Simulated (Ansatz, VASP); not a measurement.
Ga5Sb3As2 in VASP and in Ansatz

```
Ga Sb As
1.0
     0.00000   -4.26427    0.00000
     4.26427    0.00000    0.00000
    -2.13213    2.13213   15.07969
Ga Sb As
5 3 2
Direct
  0.60538 0.60538 0.21076
  0.19736 0.19736 0.39473
  0.80264 0.80264 0.60527
  0.39462 0.39462 0.78924
  0.00000 0.00000 0.00000
  0.25000 0.75000 0.50000
  0.44738 0.94737 0.89475
  0.05262 0.55263 0.10525
  0.84866 0.34866 0.69731
  0.65134 0.15134 0.30269
```

Alike in both runs: task single point; functional PBE; k mesh 6 × 6 × 6; occupations gaussian, width 0.2 eV; no spin polarisation.

|  | VASP | Ansatz |
| --- | --- | --- |
| version | VASP 6.6.1 | Ansatz 0.2.0 |
| potentials or method | VASP PAW PBE potentials, release 64 (Ga_d, Sb, As), cutoff 520 eV | scalar-relativistic, plane waves, PAW |
| valence electrons in the cell | 90 | 140 |

VASP gave:

```
gap on the k mesh at the Fermi level (eV)                     : none
pressure (GPa)                                                : 0.1
traceless stress, the component that is largest in VASP (GPa) : -0.15
```

Q: What did Ansatz give for the same quantities?

A: gap on the k mesh at the Fermi level (eV): none; pressure (GPa): 0.0; traceless stress, the component that is largest in VASP (GPa): -0.15.

A gap of «none» marks a metal or a gap that the smearing closes. With one functional, cell and mesh, what is left measures potentials, basis and numerics. VASP's potentials hold 90 valence electrons a cell and Ansatz's 140, so a difference there can come from the potentials and not from the codes.

Spin-orbit coupling is off throughout.
